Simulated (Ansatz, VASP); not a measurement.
**Al2Cu in VASP and in Ansatz**

Contents of INCAR:

```
PREC = Accurate
ENCUT = 520
EDIFF = 1E-7
ISMEAR = 0
SIGMA = 0.15
LREAL = False
LASPH = True
NELM = 60
ALGO = Fast
ISIF = 2
LWAVE = False
LCHARG = False
GGA = PE
NBANDS = 16
```

KPOINTS

```
regular mesh
0
Gamma
  10 10 14
```

Contents of POSCAR:

```
Al2Cu
1.0
    4.1211626268      0.0000000000      0.0000000000
    0.0000000000      4.1211626268      0.0000000000
    0.0000000000      0.0000000000      2.8847334069
Al Cu
2 1
Direct
    0.5067846504      0.0058614588      0.5000000000
   -0.0888098901      0.4741577779      0.5000000000
    0.0348277965      0.0084838028      0.0000000000
```

Input for Ansatz:

```yaml
crystal:
  lattice:
    - [4.1211626268, 0.0, 0.0]
    - [0.0, 4.1211626268, 0.0]
    - [0.0, 0.0, 2.8847334069]
  atoms:
    - { symbol: Al, position: [0.5067846504, 0.0058614588, 0.5] }
    - { symbol: Al, position: [-0.0888098901, 0.4741577779, 0.5] }
    - { symbol: Cu, position: [0.0348277965, 0.0084838028, 0.0] }
basis:
  ecutwfc: 520.0
kpoints:
  mp_grid: { grid: [10, 10, 14] }
hamiltonian:
  xc: pbe
  pseudopotentials: { kind: paw, azcp: { folder: soft_1 } }
scf:
  occupations: { method: gaussian, width: 0.15 }
output:
  forces: true
  stress: true
  eigenvalues: true
```

Change from the starting cell: mode 4 frozen in at -0.366 Å and mode 9 at -0.106 Å (largest displacements).

Alike in both runs: task single point; functional PBE; k mesh 10 × 10 × 14; occupations gaussian, width 0.15 eV; no spin polarisation.

|  | VASP | Ansatz |
| --- | --- | --- |
| version | VASP 6.6.1 | Ansatz 0.2.0 |
| potentials or method | VASP PAW PBE potentials, release 64 (Al, Cu), cutoff 520 eV | scalar-relativistic, plane waves, PAW |
| valence electrons in the cell | 17 | 25 |

|  | VASP | Ansatz | Ansatz less VASP |
| --- | --- | --- | --- |
| gap on the k mesh at the Fermi level (eV) | none | none | - |
| pressure (GPa) | 2.8 | 2.7 | -0.10 |
| traceless stress, the component that is largest in VASP (GPa) | -2.21 | -2.22 | -0.008 |
| rms of the force components (eV/Å) | 0.646 | 0.648 | +0.0022 |

Atom by atom the forces differ by 0.006 eV/Å (rms over components). A gap of «none» marks a metal or a gap that the smearing closes. VASP's potentials hold 17 valence electrons a cell and Ansatz's 25, so a difference there can come from the potentials and not from the codes.
